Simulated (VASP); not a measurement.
Runs of VASP 6.6.1 on Co. The structure is that of space group P6_3/mmc (No. 194), or close to it. The cells are those of the table. 

| potentials or basis | spin | cell | k mesh | cutoff (eV) | smearing | gap on the mesh (eV) | pressure (GPa) | moment (μB) |
| --- | --- | --- | --- | --- | --- | --- | --- | --- |
| VASP PAW LDA potentials, release 64 (Co) | off | a = 2.400, b = 2.400, c = 3.866 Å, angles 90.0, 90.0, 120.0°, 2 atoms | 15 × 15 × 8 | 520 | fermi-dirac 0.2 eV | none | (a) | - |
| VASP PAW LDA potentials, release 64 (Co) | collinear, ferromagnetic start | a = 2.521, b = 2.521, c = 4.074 Å, angles 90.0, 90.0, 120.0°, 2 atoms | 24 × 24 × 13 | 520 | fermi-dirac 0.05 eV | none | -24.1 | 3.15 |
| VASP PAW LDA potentials, release 64 (Co) | off | a = 2.400, b = 2.400, c = 3.866 Å, angles 90.0, 90.0, 120.0°, 2 atoms | 15 × 15 × 8 | 520 | fermi-dirac 0.01 eV | none | (b) | - |
| VASP PAW LDA potentials, release 64 (Co) | off | a = 2.400, b = 2.400, c = 3.866 Å, angles 90.0, 90.0, 120.0°, 2 atoms | 15 × 15 × 8 | 520 | fermi-dirac 0.6 eV | none | 15.1 | - |
| VASP PAW LDA potentials, release 64 (Co) | off | a = 2.400, b = 2.400, c = 3.866 Å, angles 90.0, 90.0, 120.0°, 2 atoms | 15 × 15 × 8 | 520 | fermi-dirac 1 eV | none | 33.5 | - |
| VASP PAW LDA potentials, release 64 (Co_sv) | collinear, ferromagnetic start | a = 2.427, b = 2.427, c = 3.923 Å, angles 90.0, 90.0, 120.0°, 2 atoms | 12 × 12 × 7 | 600 | fermi-dirac 0.05 eV | none | -4.1 | 2.96 |

Alike in all rows: task single point; level LDA.

Fill in the values left out.

(a) 1.2; (b) -1.9.

Caveats: the cell stands under tension (at least some runs); the cell stands under pressure (at least some runs); so wide a smearing shifts energies and pressures (at least some runs).

A gap of «none» marks levels without a gap at the run's occupations.

The runs don't all hold the same shells in valence.
